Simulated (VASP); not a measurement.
# Se (R-3) in VASP: further runs, part 3 of 3

VASP 6.6.1. The steps go on from the part before.

### 5 Electric field gradients, PBEsol (zz strain of +2 %)

INCAR

```
PREC = Accurate ; ENCUT = 520
EDIFF = 1E-8 ; ISMEAR = -1
SIGMA = 0.01 ; LREAL = F
LASPH = T ; NELM = 80
ALGO = Normal ; ISIF = 2
LWAVE = F ; LCHARG = F
GGA = PS ; LEFG = T
NBANDS = 27
```

KPOINTS

```
regular mesh
0
Gamma
  6 6 6
```

POSCAR

```
Se
1.0
    5.6809998619      3.2799267995      1.5058566000
   -5.6809998619      3.2799267995      1.5058566000
    0.0000000000     -6.5598535991      1.5058566000
Se
6
Direct
    0.2806600000      0.1625100000      0.9181800000
    0.9181800000      0.2806600000      0.1625100000
    0.1625100000      0.9181800000      0.2806600000
    0.7193400000      0.8374900000      0.0818200000
    0.0818200000      0.7193400000      0.8374900000
    0.8374900000      0.0818200000      0.7193400000
```

Potentials or basis: VASP PAW PBE potentials, release 64 (Se).

Command:

```sh
cat potpaw_PBE.64/Se/POTCAR > POTCAR
mpirun -np 1 vasp_std > vasp.out
```

OUTCAR:

```text
PREC = Accurate
   ENCUT = 520
   EDIFF = 1E-8
   ISMEAR = -1
   LREAL = F
   LASPH = T
   NELM = 80
   ISIF = 2
   GGA = PS

 ion  position               nearest neighbor table
   1  0.281  0.163  0.918-   5 2.37   6 2.37
   2  0.918  0.281  0.163-   4 2.37   6 2.37
   3  0.163  0.918  0.281-   4 2.37   5 2.37
   4  0.719  0.837  0.082-   2 2.37   3 2.37
   5  0.082  0.719  0.837-   1 2.37   3 2.37
   6  0.837  0.082  0.719-   1 2.37   2 2.37

  LATTYP: Found a trigonal (rhomboedric) cell.
 ALAT       =     6.7304742285
 COS(alpha) =    -0.4249125836

  Lattice vectors:

 A1 = (   5.6809998619,   3.2799267995,   1.5058566000)
 A2 = (  -5.6809998619,   3.2799267995,   1.5058566000)
 A3 = (   0.0000000000,  -6.5598535991,   1.5058566000)

Analysis of symmetry for initial positions (statically):
=====================================================================
 Subroutine PRICEL returns:
 Original cell was already a primitive cell.

 Routine SETGRP: Setting up the symmetry group for a
[... 931 lines left out ...]
 -----------------------------------------------------------------------------------
    total drift:                                0.000000     -0.000000     -0.000000

  FREE ENERGIE OF THE ION-ELECTRON SYSTEM (eV)
  ---------------------------------------------------
  free  energy   TOTEN  =       -22.7221180150 eV

  energy  without entropy=      -22.7221180150  energy(sigma->0) =      -22.72211802

 Electric field gradients (V/A^2)
---------------------------------------------------------------------
 ion       V_xx      V_yy      V_zz      V_xy      V_xz      V_yz
---------------------------------------------------------------------
   1     303.937  -112.525  -191.412  -133.303   142.253   347.228
   2    -123.853   315.265  -191.412  -113.682  -371.835   -50.419
   3     107.034    84.378  -191.412   246.985   229.582  -296.809
   4     303.937  -112.525  -191.412  -133.303   142.253   347.228
   5    -123.853   315.265  -191.412  -113.682  -371.835   -50.419
   6     107.034    84.378  -191.412   246.985   229.582  -296.809
---------------------------------------------------------------------

 Electric field gradients after diagonalization (V/A^2)
 (convention: |V_zz| > |V_xx| > |V_yy|)
----------------------------------------------------------------------
 ion       V_xx      V_yy      V_zz     asymmetry (V_yy - V_xx)/ V_zz
----------------------------------------------------------------------
   1     348.759   197.356  -546.115       0.277
   2     348.759   197.356  -546.115       0.277
   3     348.759   197.356  -546.115       0.277
   4     348.759   197.356  -546.115       0.277
   5     348.759   197.356  -546.115       0.277
   6     348.759   197.356  -546.115       0.277
----------------------------------------------------------------------

           NMR quadrupolar parameters

 Cq : quadrupolar parameter    Cq=e*Q*V_zz/h
 eta: asymmetry parameters     (V_yy - V_xx)/ V_zz
 Q  : nuclear electric quadrupole moment in mb (millibarn)
----------------------------------------------------------------------
 ion       Cq(MHz)       eta       Q (mb)
----------------------------------------------------------------------
   1      -1.321       0.277       1.000
   2      -1.321       0.277       1.000
   3      -1.321       0.277       1.000
   4      -1.321       0.277       1.000
   5      -1.321       0.277       1.000
   6      -1.321       0.277       1.000
----------------------------------------------------------------------
```

OSZICAR:

```text
N       E                     dE             d eps       ncg     rms          rms(c)
DAV:   1     0.195069193059E+03    0.19507E+03   -0.14655E+04  2160   0.112E+03
DAV:   2    -0.640738707109E+01   -0.20148E+03   -0.19466E+03  2855   0.187E+02
DAV:   3    -0.228141471786E+02   -0.16407E+02   -0.16280E+02  2809   0.582E+01
DAV:   4    -0.230033537383E+02   -0.18921E+00   -0.18885E+00  2492   0.719E+00
DAV:   5    -0.230051059276E+02   -0.17522E-02   -0.17519E-02  2640   0.713E-01    0.961E+00
DAV:   6    -0.228068445738E+02    0.19826E+00   -0.98381E-02  2423   0.149E+00    0.583E+00
DAV:   7    -0.227227129740E+02    0.84132E-01   -0.20271E-01  2457   0.211E+00    0.282E-01
DAV:   8    -0.227220021638E+02    0.71081E-03   -0.16142E-02  2346   0.621E-01    0.112E-01
DAV:   9    -0.227220890618E+02   -0.86898E-04   -0.41740E-04  2716   0.999E-02    0.406E-02
DAV:  10    -0.227221143167E+02   -0.25255E-04   -0.40441E-05  2399   0.329E-02    0.106E-02
DAV:  11    -0.227221174367E+02   -0.31200E-05   -0.55392E-06  2577   0.116E-02    0.540E-03
DAV:  12    -0.227221179280E+02   -0.49133E-06   -0.12343E-06  2476   0.551E-03    0.121E-03
DAV:  13    -0.227221179956E+02   -0.67563E-07   -0.17093E-07  2594   0.202E-03    0.584E-04
DAV:  14    -0.227221180125E+02   -0.16917E-07   -0.37069E-08  2311   0.898E-04    0.238E-04
DAV:  15    -0.227221180150E+02   -0.25207E-08   -0.34873E-09  1438   0.281E-04
   1 F= -.22722118E+02 E0= -.22722118E+02  d E =-.186616E-13
```

Wall time 4.3 min (1 thread of AMD EPYC 7R43 (Zen 3), shared host); peak memory 0.35 GiB.

Results:

| Property | Result |
| --- | --- |
| Free energy | -22.7221 eV |
| Pressure | -0.4 GPa |
| Largest force | 0.265 eV/Å |
| Band gap on the k mesh | 1.22 eV (least direct gap 1.45 eV) |
| Largest electric field gradient by atom | Se -546.1 V/Å² |

Forces in eV/Å, atoms in the order of the input:
```
Se   0.129  0.222  0.067
Se  -0.257  0.000  0.067
Se   0.128 -0.223  0.067
Se  -0.129 -0.222 -0.067
Se   0.257  0.000 -0.067
Se  -0.128  0.223 -0.067
```

Levels at points of the mesh, in eV from the valence-band top:
```csv
k point,band 15,band 16,band 17,band 18,band 19,band 20,band 21,band 22
"(0.00, 0.00, 0.00)",-0.70,-0.70,-0.62,-0.62,1.79,1.79,2.59,2.77
"(0.50, 0.00, 0.00)",-1.20,-0.81,-0.30,-0.28,1.73,1.88,2.63,3.03
"(0.50, 0.50, 0.00)",-1.39,-1.10,-0.85,-0.28,1.47,1.73,2.24,2.98
"(0.50, 0.50, 0.50)",-1.45,-1.19,-1.19,0.00,1.47,1.47,1.89,3.54
```

Electric field gradients, principal values (V/Å²):
```
atom    least   middle  greatest (by size)
1 Se  197.356  348.759            -546.115
2 Se  197.356  348.759            -546.115
3 Se  197.356  348.759            -546.115
4 Se  197.356  348.759            -546.115
5 Se  197.356  348.759            -546.115
6 Se  197.356  348.759            -546.115
```

Caveat: the cell differs from its parent crystal (zz strain of +2 %); this functional lacks dispersion, which holds the molecules together, so the pressure and a relaxed volume are unreliable; without QUAD_EFG the Cq values of the log hold for a quadrupole moment of 1 mb, not for the nuclei; the PAW data sets were made with another functional, which shifts forces and pressure a little. A k mesh can miss the band edges.

### 6 Electric field gradients, PBEsol (28.06 Å³/atom)

This run uses another cell than the first one, of 28.06 Å³/atom.

INCAR

```
SYSTEM = Se
ALGO = Normal ; EDIFF = 1E-8
ENCUT = 520 ; GGA = PS
ISIF = 2 ; ISMEAR = -1
LASPH = .True. ; LCHARG = .False.
LEFG = .True. ; LREAL = .False.
LWAVE = .False. ; NBANDS = 27
NELM = 100 ; PREC = Accurate
SIGMA = 0.01
```

KPOINTS

```
k-points
0
Gamma
  6 6 6
  0 0 0
```

POSCAR, as its differences from that of step 5:

```diff
@@ -2,5 +2,5 @@
 1.0
-    5.6809998619      3.2799267995      1.5058566000
-   -5.6809998619      3.2799267995      1.5058566000
-    0.0000000000     -6.5598535991      1.5058566000
+    5.7186234740      3.3016488021      1.4861073048
+   -5.7186234740      3.3016488021      1.4861073048
+    0.0000000000     -6.6032976042      1.4861073048
 Se
```

Potentials or basis: VASP PAW PBE potentials, release 64 (Se).

Command:

```sh
cat potpaw_PBE.64/Se/POTCAR > POTCAR
mpirun -np 1 vasp_std > vasp.out
```

OUTCAR:

```text
SYSTEM = Se
   EDIFF = 1E-8
   ENCUT = 520
   GGA = PS
   ISIF = 2
   ISMEAR = -1
   LASPH = .True.
   LREAL = .False.
   NELM = 100
   PREC = Accurate

 ion  position               nearest neighbor table
   1  0.281  0.163  0.918-   5 2.37   6 2.37
   2  0.918  0.281  0.163-   6 2.37   4 2.37
   3  0.163  0.918  0.281-   5 2.37   4 2.37
   4  0.719  0.837  0.082-   2 2.37   3 2.37
   5  0.082  0.719  0.837-   3 2.37   1 2.37
   6  0.837  0.082  0.719-   2 2.37   1 2.37

  LATTYP: Found a trigonal (rhomboedric) cell.
 ALAT       =     6.7684602511
 COS(alpha) =    -0.4276877573

  Lattice vectors:

 A1 = (   5.7186234740,   3.3016488021,   1.4861073048)
 A2 = (  -5.7186234740,   3.3016488021,   1.4861073048)
 A3 = (   0.0000000000,  -6.6032976042,   1.4861073048)

Analysis of symmetry for initial positions (statically):
=====================================================================
 Subroutine PRICEL returns:
 Original cell was already a primitive cell.

 Routine SETGRP: Setting up the symmetry group for a
 trigonal (rhombohedral) supercell.

 Subroutine GETGRP returns: Found  6 space group operations
 (whereof  6 operations were pure point group operations)
 out of a pool of 12 trial point group operations.

The static configuration has the point symmetry S_6 .

Analysis of symmetry for dynamics (positions and initial velocities):
=====================================================================
 Subroutine PRICEL returns:
 Original cell was already a primitive cell.

 Routine SETGRP: Setting up the symmetry group for a
 trigonal (rhombohedral) supercell.

 Subroutine GETGRP returns: Found  6 space group operations
 (whereof  6 operations were pure point group operations)
 out of a pool of 12 trial point group operations.

The dynamic configuration has the point symmetry S_6 .

 Subroutine INISYM returns: Found  6 space group operations
 (whereof  6 operations are pure point group operations),
 and found     1 'primitive' translations

----------------------------------------------------------------------------------------

                                     Primitive cell

  volume of cell :     168.3541

  direct lattice vectors                    reciprocal lattice vectors
     5.718623474  3.301648802  1.486107305     0.087433628  0.050479829  0.224299640
    -5.718623474  3.301648802  1.486107305    -0.087433628  0.050479829  0.224299640
     0.000000000 -6.603297604  1.486107305     0.000000000 -0.100959658  0.224299640

  length of vectors
     6.768460251  6.768460251  6.768460251     0.245973944  0.245973944  0.245973944

  position of ions in fractional coordinates (direct lattice)
     0.280660000  0.162510000  0.918180000
     0.918180000  0.280660000  0.162510000
     0.162510000  0.918180000  0.280660000
     0.719340000  0.837490000  0.081820000
     0.081820000  0.719340000  0.837490000
     0.837490000  0.081820000  0.719340000

  ion indices of the primitive-cell ions
   primitive index   ion index
                 1           1
                 2           2
                 3           3
                 4           4
[... 93 lines left out ...]
     AMIX     =   0.40;   BMIX     =  1.00
     AMIX_MAG =   1.60;   BMIX_MAG =  1.00
  volume/ion in A,a.u.               =      28.06       189.35
  Fermi-wavevector in a.u.,A,eV,Ry     =   0.978966  1.849978 13.039483  0.958375
  Thomas-Fermi vector in A             =   2.109783
   LORBIT       =      0    0 simple, 1 ext, 2 COOP (PROOUT), +10 PAW based schemes
   GGA     = PS    functional components
   LHFCALC =     F    Hartree Fock is set to
   AEXX    =    0.0000 exact exchange contribution
   IVDW    =     0    specifies the selected vdW correction
   LEPSILON=     F    determine dielectric tensor
   LRPA    =     F    only Hartree local field effects (RPA)
 non-spin polarized calculation
  energy-cutoff  :      520.00
  volume of cell :      168.35
 maximum number of plane-waves:      4577
   NGX = 25   NGY = 25   NGZ = 25

 number of electron      35.9999999 magnetization

 Free energy of the ion-electron system (eV)
  ---------------------------------------------------
  ext. energy  EPLUGINS =         0.00000000
  ---------------------------------------------------
  free energy    TOTEN  =       -22.71583707 eV

  energy without entropy =      -22.71583707  energy(sigma->0) =      -22.71583707

 E-fermi :   2.3359     XC(G=0):  -8.8997

 val. band max:        2.0920163997   @ k =   0.5000   0.5000   0.5000
 cond. band min:       3.1846814194   @ k =  -0.1667   0.1667   0.1667
 fundamental gap:      1.0926650198
 Fermi energy:         2.3358815594

 k-point     1 :       0.0000    0.0000    0.0000
  band No.  band energies     occupation
      1     -13.5820      2.00000
      2     -11.9010      2.00000
      3     -11.9010      2.00000
      4      -9.7050      2.00000
      5      -9.7050      2.00000
      6      -8.0720      2.00000
[... 709 lines left out ...]
     26       8.0494      0.00000
     27       8.6003      0.00000

 [... further k-points ...]
[... 5 lines left out ...]
  --------------------------------------------------------------------------------------
  -------------------------------------------------------------------------------------
  Total       -1.0472438     -1.0472438     -0.2732060      0.0000005     -0.0000000      0.0000000
  in kB       -9.9663146     -9.9663146     -2.6000216      0.0000052     -0.0000000      0.0000000
  external PRESSURE =      -7.5108836 kB  Pullay stress =       0.0000000 kB

 VOLUME and BASIS-vectors are now :
 -----------------------------------------------------------------------------
  energy-cutoff  :      520.00
  volume of cell :      168.35
      direct lattice vectors                 reciprocal lattice vectors
     5.718623474  3.301648802  1.486107305     0.087433628  0.050479829  0.224299640
    -5.718623474  3.301648802  1.486107305    -0.087433628  0.050479829  0.224299640
     0.000000000 -6.603297604  1.486107305     0.000000000 -0.100959658  0.224299640

 POSITION                                       TOTAL-FORCE (eV/Angst)
 -----------------------------------------------------------------------------------
      0.67566     -4.59982      2.02311         0.108699      0.138398      0.043995
      3.64574      2.88505      2.02311        -0.174205      0.024937      0.043995
     -4.32139      1.71478      2.02311         0.065507     -0.163335      0.043995
     -0.67566      4.59982      2.43521        -0.108699     -0.138398     -0.043995
     -3.64574     -2.88505      2.43521         0.174205     -0.024937     -0.043995
      4.32139     -1.71478      2.43521        -0.065507      0.163335     -0.043995
 -----------------------------------------------------------------------------------
    total drift:                                0.000000     -0.000000     -0.000000

  FREE ENERGIE OF THE ION-ELECTRON SYSTEM (eV)
  ---------------------------------------------------
  free  energy   TOTEN  =       -22.7158370730 eV

  energy  without entropy=      -22.7158370730  energy(sigma->0) =      -22.71583707

 Electric field gradients (V/A^2)
---------------------------------------------------------------------
 ion       V_xx      V_yy      V_zz      V_xy      V_xz      V_yz
---------------------------------------------------------------------
   1     305.768  -101.646  -204.122  -130.646   141.165   348.275
   2    -112.935   317.057  -204.122  -111.093  -372.197   -51.885
   3     113.350    90.772  -204.122   241.739   231.032  -296.389
   4     305.768  -101.646  -204.122  -130.646   141.165   348.275
   5    -112.935   317.057  -204.122  -111.093  -372.197   -51.885
   6     113.350    90.772  -204.122   241.739   231.032  -296.389
---------------------------------------------------------------------

 Electric field gradients after diagonalization (V/A^2)
 (convention: |V_zz| > |V_xx| > |V_yy|)
----------------------------------------------------------------------
 ion       V_xx      V_yy      V_zz     asymmetry (V_yy - V_xx)/ V_zz
----------------------------------------------------------------------
   1     349.317   198.865  -548.183       0.274
   2     349.317   198.865  -548.183       0.274
   3     349.317   198.865  -548.183       0.274
   4     349.317   198.865  -548.183       0.274
   5     349.317   198.865  -548.183       0.274
   6     349.317   198.865  -548.183       0.274
----------------------------------------------------------------------

           NMR quadrupolar parameters

 Cq : quadrupolar parameter    Cq=e*Q*V_zz/h
 eta: asymmetry parameters     (V_yy - V_xx)/ V_zz
 Q  : nuclear electric quadrupole moment in mb (millibarn)
----------------------------------------------------------------------
 ion       Cq(MHz)       eta       Q (mb)
----------------------------------------------------------------------
   1      -1.326       0.274       1.000
   2      -1.326       0.274       1.000
   3      -1.326       0.274       1.000
   4      -1.326       0.274       1.000
   5      -1.326       0.274       1.000
   6      -1.326       0.274       1.000
----------------------------------------------------------------------
```

OSZICAR:

```text
N       E                     dE             d eps       ncg     rms          rms(c)
DAV:   1     0.193788820511E+03    0.19379E+03   -0.14502E+04  2160   0.111E+03
DAV:   2    -0.636292206101E+01   -0.20015E+03   -0.19389E+03  2817   0.186E+02
DAV:   3    -0.228068911517E+02   -0.16444E+02   -0.16300E+02  2769   0.580E+01
DAV:   4    -0.230016897891E+02   -0.19480E+00   -0.19438E+00  2517   0.726E+00
DAV:   5    -0.230035011065E+02   -0.18113E-02   -0.18110E-02  2643   0.721E-01    0.949E+00
DAV:   6    -0.228017766863E+02    0.20172E+00   -0.10127E-01  2412   0.151E+00    0.576E+00
DAV:   7    -0.227164560028E+02    0.85321E-01   -0.20819E-01  2435   0.214E+00    0.284E-01
DAV:   8    -0.227157238247E+02    0.73218E-03   -0.16776E-02  2343   0.633E-01    0.114E-01
DAV:   9    -0.227158090867E+02   -0.85262E-04   -0.42562E-04  2702   0.101E-01    0.415E-02
DAV:  10    -0.227158336925E+02   -0.24606E-04   -0.43725E-05  2412   0.342E-02    0.105E-02
DAV:  11    -0.227158365362E+02   -0.28438E-05   -0.57874E-06  2516   0.119E-02    0.543E-03
DAV:  12    -0.227158369907E+02   -0.45442E-06   -0.13043E-06  2480   0.567E-03    0.126E-03
DAV:  13    -0.227158370527E+02   -0.62016E-07   -0.18128E-07  2567   0.210E-03    0.588E-04
DAV:  14    -0.227158370707E+02   -0.17992E-07   -0.39017E-08  2434   0.922E-04    0.252E-04
DAV:  15    -0.227158370730E+02   -0.23397E-08   -0.31968E-09  1418   0.262E-04
   1 F= -.22715837E+02 E0= -.22715837E+02  d E =-.673620E-13
```

Run time: 4.9 min. Hardware: 1 thread of AMD EPYC 7R43 (Zen 3), shared host; peak memory 0.35 GiB.

Results:

```
Free energy                             : -22.7158 eV
Pressure                                : -0.8 GPa
Largest force                           : 0.181 eV/Å
Band gap on the k mesh                  : 1.09 eV (least direct gap 1.35 eV)
Largest electric field gradient by atom : Se -548.2 V/Å²
```

Forces on the atoms (eV/Å):
```
Se   0.109  0.138  0.044
Se  -0.174  0.025  0.044
Se   0.066 -0.163  0.044
Se  -0.109 -0.138 -0.044
Se   0.174 -0.025 -0.044
Se  -0.066  0.163 -0.044
```

Electric field gradients, principal values (V/Å²):
| atom | least | middle | greatest (by size) |
| --- | --- | --- | --- |
| 1 Se | 198.865 | 349.317 | -548.183 |
| 2 Se | 198.865 | 349.317 | -548.183 |
| 3 Se | 198.865 | 349.317 | -548.183 |
| 4 Se | 198.865 | 349.317 | -548.183 |
| 5 Se | 198.865 | 349.317 | -548.183 |
| 6 Se | 198.865 | 349.317 | -548.183 |

Caveat: this functional lacks dispersion, which holds the molecules together, so the pressure and a relaxed volume are unreliable; without QUAD_EFG the Cq values of the log hold for a quadrupole moment of 1 mb, not for the nuclei; the PAW data sets were made with another functional, which shifts forces and pressure a little. A k mesh can miss the band edges.

### 7 Overview

```tsv
cell	gap on the mesh (eV)	pressure (GPa)	largest force (eV/Å)
a = 6.916 Å, angles 115.6°, 6 atoms	0.86	-3.1	0.37
a = 6.721 Å, angles 115.4°, 6 atoms	1.08	0.6	0.46
a = 6.701 Å, angles 115.3°, 6 atoms	1.14	0.9	0.51
a = 6.730 Å, angles 115.1°, 6 atoms	1.22	-0.4	0.27
a = 6.768 Å, angles 115.3°, 6 atoms	1.09	-0.8	0.18
```

Alike in all rows: task electric field gradients; level PBEsol; potentials or basis VASP PAW PBE potentials, release 64 (Se); no spin polarisation; k mesh 6 × 6 × 6; cutoff (eV) 520; smearing fermi-dirac 0.01 eV.

Caveats: this functional lacks dispersion, which holds the molecules together, so the pressure and a relaxed volume are unreliable; the PAW data sets were made with another functional, which shifts forces and pressure a little; the cell stands under tension (at least some runs).

Absolute energies hang on the potentials; compare differences alone.
